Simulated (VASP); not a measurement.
Here is a VASP 6.6.1 calculation.

The input INCAR:

```
ALGO     = Normal         # electronic algorithm
EDIFF    = 1E-6           # SCF threshold, eV
ENCUT    = 520            # plane-wave cutoff, eV
GGA      = PE             # functional
ISIF     = 2              # what is computed and relaxed
ISMEAR   = 0              # smearing method
ISPIN    = 2              # spin polarisation
LASPH    = T              # aspherical terms in the spheres
LCHARG   = F              # write CHGCAR
LMAXMIX  = 4              # l up to which the mixer works
LORBIT   = 11             # projections on sites
LREAL    = F              # projectors in reciprocal space
LWAVE    = F              # write WAVECAR
MAGMOM   = 1 1 0 0 0 0    # initial moments
NBANDS   = 47             # bands
NELM     = 150            # most SCF steps
PREC     = Accurate       # precision mode
SIGMA    = 0.1            # smearing width, eV
```

KPOINTS

```
k-points
0
Gamma
  6 6 2
```

File POSCAR:

```
RuPt2
1.0
    2.7589269419      0.0000000000      0.0000000000
   -1.3794634709      2.3893008189      0.0000000000
    0.0000000000      0.0000000000     13.6659298959
Ru Pt
2 4
Direct
    0.0000000000      0.0000000000      0.2500000000
    0.0000000000      0.0000000000      0.7500000000
    0.3333333333      0.6666666667      0.0874321038
    0.6666666667      0.3333333333      0.5874321038
    0.3333333333      0.6666666667      0.4125678962
    0.6666666667      0.3333333333      0.9125678962
```

Potentials or basis: VASP PAW PBE potentials, release 64 (Ru_pv, Pt).

The run is started by

```bash
$ cat potpaw_PBE.64/Ru_pv/POTCAR potpaw_PBE.64/Pt/POTCAR > POTCAR
$ mpirun -np 1 vasp_std > vasp.out
```

**Question.** Predict the net moment.

**Answer.** 0.00 μB per cell.

**Question.** Predict the band gap on the k mesh.

**Answer.** Zero (filled and empty bands overlap).

Caveat: the k points lie up to 0.44 Å⁻¹ apart; spin-orbit coupling is left out, which moves the levels of the heavy elements.
